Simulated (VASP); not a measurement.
Set up this calculation in VASP 6.6.1, as the native input.

| Item | Value |
| --- | --- |
| Task | single point |
| Functional | PBEsol |
| Potentials or basis | VASP PAW PBE potentials, release 64 (Si, O) |
| Cutoff | 520 eV |
| k mesh | 6 × 6 × 9 |
| Occupations | fermi-dirac, width 0.03 eV |
| Spin | no spin polarisation |
| Dipole correction | no |
| Further INCAR settings | ALGO = Normal; EDIFF = 1e-06; NBANDS = 25 |

The structure of SiO2 lies in POSCAR:

```
SiO2
1.0
    4.2637020000      0.0000000000      0.0000000000
    0.0000000000      4.2637020000      0.0000000000
    0.0000000000      0.0000000000      2.6678000000
Si O
2 4
Direct
    0.0000000000      0.0000000000      0.0000000000
    0.5000000000      0.5000000000      0.5000000000
    0.3067000000      0.3067000000      0.0000000000
    0.1933000000      0.8067000000      0.5000000000
    0.6933000000      0.6933000000      0.0000000000
    0.8067000000      0.1933000000      0.5000000000
```

This cell differs from its parent crystal: equal xx and yy strain of +2 %.

One way to write it, as run:

INCAR

```
ALGO = Normal
EDIFF = 1E-6
ENCUT = 520
GGA = PS
ISIF = 2
ISMEAR = -1
LASPH = T
LCHARG = T
LELF = T
LREAL = F
LVHAR = T
LWAVE = F
NBANDS = 25
NELM = 80
PREC = Accurate
SIGMA = 0.03
```

KPOINTS

```
k-points
0
Gamma
  6 6 9
```

Potentials or basis: VASP PAW PBE potentials, release 64 (Si, O).

Launch:

```sh
$ cat potpaw_PBE.64/Si/POTCAR potpaw_PBE.64/O/POTCAR > POTCAR
$ mpirun -np 1 vasp_std > vasp.out
```

Results of the run:

```yaml
Pressure: -6.6 GPa
Largest_force: 0.176 eV/Å
Band_gap_on_the_k_mesh: 4.96 eV
```

Caveat: the cell differs from its parent crystal (equal xx and yy strain of +2 %); the stress differs along the axes, from -9 to -2 GPa; the PAW data sets were made with another functional, which shifts forces and pressure a little.

Wall time 56 s on 1 thread of Intel Xeon 8259CL (shared host), peak memory 0.18 GiB.
